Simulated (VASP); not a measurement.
# Ag (I4/mmm) in VASP: a series of runs, part 3 of 3

VASP 6.6.1. Earlier steps stand in the parts before.

### Step 5. Single point, PBEsol (strain +0.025 along x and y, +0.000 along z)

INCAR

```
SYSTEM = Ag
PREC = Accurate
ENCUT = 520
EDIFF = 1E-6
ISMEAR = 0
SIGMA = 0.15
LREAL = .False.
LASPH = .True.
NELM = 80
ALGO = Fast
ISIF = 2
LWAVE = .False.
LCHARG = .False.
GGA = PS
NBANDS = 12
```

KPOINTS

```
regular mesh
0
Gamma
  20 20 20
  0 0 0
```

POSCAR

```
Ag
1.0
    0.0000000000      2.0941775000      2.0431000000
    2.0941775000      0.0000000000      2.0431000000
    2.0941775000      2.0941775000      0.0000000000
Ag
1
Direct
    0.0000000000      0.0000000000      0.0000000000
```

Potentials or basis: VASP PAW PBE potentials, release 64 (Ag).

Started as:

```console
$ cat potpaw_PBE.64/Ag/POTCAR > POTCAR
$ mpirun -np 1 vasp_std > vasp.out
```

OUTCAR:

```text
SYSTEM = Ag
   PREC = Accurate
   ENCUT = 520
   EDIFF = 1E-6
   ISMEAR = 0
   LREAL = .False.
   LASPH = .True.
   NELM = 80
   ISIF = 2
   GGA = PS

 ion  position               nearest neighbor table
   1  0.000  0.000  0.000-

  LATTYP: Found a body centered tetragonal cell.
 ALAT       =     2.9616142225
 C/A-ratio  =     1.3797205487

  Lattice vectors:

 A1 = (   0.0000000000,  -2.0941775000,  -2.0431000000)
 A2 = (   0.0000000000,   2.0941775000,  -2.0431000000)
 A3 = (   2.0941775000,   0.0000000000,   2.0431000000)

Analysis of symmetry for initial positions (statically):
=====================================================================
 Subroutine PRICEL returns:
 Original cell was already a primitive cell.

 Routine SETGRP: Setting up the symmetry group for a
 body centered tetragonal supercell.

 Subroutine GETGRP returns: Found 16 space group operations
 (whereof 16 operations were pure point group operations)
 out of a pool of 16 trial point group operations.

The static configuration has the point symmetry D_4h.

Analysis of symmetry for dynamics (positions and initial velocities):
=====================================================================
 Subroutine PRICEL returns:
 Original cell was already a primitive cell.

 Routine SETGRP: Setting up the symmetry group for a
 body centered tetragonal supercell.

 Subroutine GETGRP returns: Found 16 space group operations
 (whereof 16 operations were pure point group operations)
 out of a pool of 16 trial point group operations.

The dynamic configuration has the point symmetry D_4h.

 Subroutine INISYM returns: Found 16 space group operations
 (whereof 16 operations are pure point group operations),
 and found     1 'primitive' translations

----------------------------------------------------------------------------------------

                                     Primitive cell

[... 115 lines left out ...]
   AEXX    =    0.0000 exact exchange contribution
   IVDW    =     0    specifies the selected vdW correction
   LEPSILON=     F    determine dielectric tensor
   LRPA    =     F    only Hartree local field effects (RPA)
 non-spin polarized calculation
 RMM-DIIS sequential band-by-band and
 Gauss-broadening in eV      SIGMA  =   0.15
  energy-cutoff  :      520.00
  volume of cell :       17.92
 maximum number of plane-waves:       515
 NGX is ok and might be reduce to    24
   NGX = 11   NGY = 11   NGZ = 11

 number of electron      10.9999999 magnetization

 Free energy of the ion-electron system (eV)
  ---------------------------------------------------
  ext. energy  EPLUGINS =         0.00000000
  ---------------------------------------------------
  free energy    TOTEN  =        -3.28117492 eV

  energy without entropy =       -3.27891731  energy(sigma->0) =       -3.28004612

 E-fermi :   7.5417     XC(G=0): -12.1174

 val. band max:        7.5153956679   @ k =   0.5000   0.1500   0.0500
 cond. band min:       7.5454577666   @ k =   0.5000   0.1000   0.3000
 fundamental gap:      0.0300620987
 Fermi energy:         7.5417222185

 k-point     1 :       0.0000    0.0000    0.0000
  band No.  band energies     occupation
      1       0.0902      2.00000
      2       2.9182      2.00000
      3       2.9182      2.00000
      4       3.0592      2.00000
      5       3.8469      2.00000
      6       3.9932      2.00000
      7      23.4371      0.00000
      8      26.6160      0.00000
      9      26.6160      0.00000
     10      26.8943      0.00000
     11      31.4078      0.00000
     12      32.0607      0.00000
[... 331 lines left out ...]
 k-point    24 :      -0.3500    0.0500    0.0000
  band No.  band energies     occupation
      1       1.6011      2.00000
      2       2.9901      2.00000
      3       3.0819      2.00000
      4       4.2190      2.00000
      5       4.3442      2.00000
      6       5.2936      2.00000
      7      14.0923      0.00000
      8      23.0348      0.00000
      9      24.6289      0.00000
     10      25.8031      0.00000
     11      29.3320      0.00000
     12      29.9212      0.00000

 [... further k-points ...]

------------------------ aborting loop because EDIFF is reached ----------------------------------------

  FORCE on cell =-STRESS in cart. coord.  units (eV):
  Direction    XX          YY          ZZ          XY          YZ          ZX
  --------------------------------------------------------------------------------------
  -------------------------------------------------------------------------------------
  Total       -0.8233437     -0.8233437     -0.7412473      0.0000000     -0.0000000     -0.0000000
  in kB      -73.6114146    -73.6114146    -66.2715495      0.0000000     -0.0000000     -0.0000000
  external PRESSURE =     -71.1647929 kB  Pullay stress =       0.0000000 kB

 VOLUME and BASIS-vectors are now :
 -----------------------------------------------------------------------------
  energy-cutoff  :      520.00
  volume of cell :       17.92
      direct lattice vectors                 reciprocal lattice vectors
     0.000000000  2.094177500  2.043100000    -0.238757221  0.238757221  0.244726151
     2.094177500  0.000000000  2.043100000     0.238757221 -0.238757221  0.244726151
     2.094177500  2.094177500  0.000000000     0.238757221  0.238757221 -0.244726151

 POSITION                                       TOTAL-FORCE (eV/Angst)
 -----------------------------------------------------------------------------------
      0.00000      0.00000      0.00000         0.000000     -0.000000      0.000000
 -----------------------------------------------------------------------------------
    total drift:                               -0.000000      0.000000     -0.000000

  FREE ENERGIE OF THE ION-ELECTRON SYSTEM (eV)
  ---------------------------------------------------
  free  energy   TOTEN  =        -3.2811749240 eV

  energy  without entropy=       -3.2789173123  energy(sigma->0) =       -3.28004612
```

stdout:

```text
POSCAR found type information on POSCAR Ag
 POSCAR found :  1 types and       1 ions
 scaLAPACK will be used
 -----------------------------------------------------------------------------
|                                                                             |
|                                                                             |
|     You enforced a specific xc type in the INCAR file but a different       |
|     I HOPE YOU KNOW WHAT YOU ARE DOING!                                     |
|                                                                             |
 -----------------------------------------------------------------------------

 LDA part: xc-table for (Slater+PW92), standard interpolation
 POSCAR, INCAR and KPOINTS ok, starting setup
 FFT: planning ... GRIDC
 FFT: planning ... GRID_SOFT
 FFT: planning ... GRID
 WAVECAR not read
 entering main loop
```

Run time: 33 s. Hardware: 1 thread of Intel Xeon 6975P-C (Granite Rapids), shared host; peak memory 0.25 GiB.

What came out:

| Item | Value |
| --- | --- |
| Free energy | -3.2812 eV |
| Pressure | -7.1 GPa |
| Band gap on the k mesh | zero (an odd number of electrons rules out a gap without spin polarisation) |

Stress tensor (GPa, compression positive):
```
-7.36  0.00  0.00
 0.00 -7.36  0.00
 0.00  0.00 -6.63
```

Caveat: the cell differs from its parent crystal (strain +0.025 along x and y, +0.000 along z); the cell stands under tension; the PAW data sets were made with another functional, which shifts forces and pressure a little.

### Step 6. Overview

| cell | gap on the mesh (eV) | pressure (GPa) |
| --- | --- | --- |
| a = 2.890, b = 2.890, c = 2.817 Å, angles 60.8, 60.8, 58.3°, 1 atom | none | 0.1 |
| a = 2.928, b = 2.928, c = 2.817 Å, angles 61.2, 61.2, 57.5°, 1 atom | none | -2.4 |
| a = 2.926, b = 2.926, c = 2.889 Å, angles 60.4, 60.4, 59.2°, 1 atom | none | -5.2 |
| a = 2.926, b = 2.926, c = 2.962 Å, angles 59.6, 59.6, 60.8°, 1 atom | none | -7.1 |

Alike in all rows: task single point; level PBEsol; potentials or basis VASP PAW PBE potentials, release 64 (Ag); no spin polarisation; k mesh 20 × 20 × 20; cutoff (eV) 520; smearing gaussian 0.15 eV.

Caveats: the PAW data sets were made with another functional, which shifts forces and pressure a little; the cell stands under tension (at least some runs).

Total energies depend on the potentials used, so only differences within one code and one set of settings carry meaning.
